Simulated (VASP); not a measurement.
Write the native input for VASP 6.6.1 that does the following.

| Property | Result |
| --- | --- |
| Task | single point |
| Functional | LDA |
| Potentials or basis | VASP PAW LDA potentials, release 64 (Ti_sv, Rh_pv) |
| Cutoff | 520 eV |
| k mesh | 8 × 8 × 7 |
| Occupations | gaussian, width 0.05 eV |
| Spin | no spin polarisation |
| Dipole correction | no |
| Further INCAR settings | ALGO = Normal; EDIFF = 1e-06; NBANDS = 20 |

The structure of TiRh lies in POSCAR:

```
TiRh
1.0
    2.8881538995      0.0000000000      0.0000000000
    0.0000000000      2.8881538995      0.0000000000
    0.0000000000      0.0000000000      3.3680485698
Ti Rh
1 1
Direct
    0.5000000000      0.5000000000      0.5000000000
    0.0000000000      0.0000000000      0.0000000000
```

The input as run:

INCAR

```
SYSTEM = TiRh
PREC = Accurate
ENCUT = 520
EDIFF = 1E-6
ISMEAR = 0
SIGMA = 0.05
LREAL = .False.
LASPH = .True.
NELM = 80
ALGO = Normal
ISIF = 2
LWAVE = .False.
LCHARG = .False.
GGA = CA
NBANDS = 20
```

KPOINTS

```
regular mesh
0
Gamma
  8 8 7
  0 0 0
```

Potentials or basis: VASP PAW LDA potentials, release 64 (Ti_sv, Rh_pv).

The run is started by

```console
$ cat potpaw_LDA.64/Ti_sv/POTCAR potpaw_LDA.64/Rh_pv/POTCAR > POTCAR
$ mpirun -np 1 vasp_std > vasp.out
```

Results of the run:

```json
{
  "Pressure": "0.5 GPa"
}
```

It took 21 s on 1 thread of Intel(R) Xeon(R) Platinum 8488C (Sapphire Rapids), on a shared host, peak memory 0.15 GiB.
